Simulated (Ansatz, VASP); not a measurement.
**One calculation of Hf, two programs**

INCAR

```
SYSTEM = Hf
  ALGO = Normal
  EDIFF = 1E-6
  ENCUT = 520
  GGA = PE
  ISIF = 2
  ISMEAR = 0
  LASPH = .True.
  LCHARG = .False.
  LREAL = .False.
  LWAVE = .False.
  NBANDS = 11
  NELM = 80
  PREC = Accurate
  SIGMA = 0.15
```

File KPOINTS:

```
k-points
0
Gamma
  18 18 18
  0 0 0
```

Contents of POSCAR:

```
Hf
1.0
    0.0000000000      2.2200000000      2.3532000000
    2.2200000000      0.0000000000      2.3532000000
    2.2200000000      2.2200000000      0.0000000000
Hf
1
Direct
    0.0000000000      0.0000000000      0.0000000000
```

Input for Ansatz:

```yaml
crystal:
  lattice:
    - [0.0, 2.22, 2.3532]
    - [2.22, 0.0, 2.3532]
    - [2.22, 2.22, 0.0]
  atoms:
    - { symbol: Hf, position: [0.0, 0.0, 0.0] }
basis:
  ecutwfc: 420
kpoints:
  mp_grid: { grid: [18, 18, 18] }
hamiltonian:
  xc: pbe
scf:
  occupations: { method: gaussian, width: 0.15 }
output:
  forces: true
  stress: true
  eigenvalues: true
```

Change from the starting cell: strain +0.0600 x Voigt [0, 0, 1, 0, 0, 0], atoms carried along.

Alike in both runs: task single point; functional PBE; k mesh 18 × 18 × 18; occupations gaussian, width 0.15 eV; no spin polarisation.

```csv
,VASP,Ansatz
version,VASP 6.6.1,Ansatz 0.2.0
potentials or method,"VASP PAW PBE potentials, release 64 (Hf_pv), cutoff 520 eV","scalar-relativistic, plane waves, PAW"
valence electrons in the cell,10,26
```

```tsv
	VASP	Ansatz	Ansatz less VASP
gap on the k mesh at the Fermi level (eV)	none	none	-
pressure (GPa)	-3.1	-2.7	+0.43
traceless stress, the component that is largest in VASP (GPa)	-2.15	-2.14	+0.012
```

A gap of «none» marks a metal or a gap that the smearing closes. VASP's potentials hold 10 valence electrons a cell and Ansatz's 26, so a difference there can come from the potentials and not from the codes.

Neither program's run includes spin-orbit coupling.
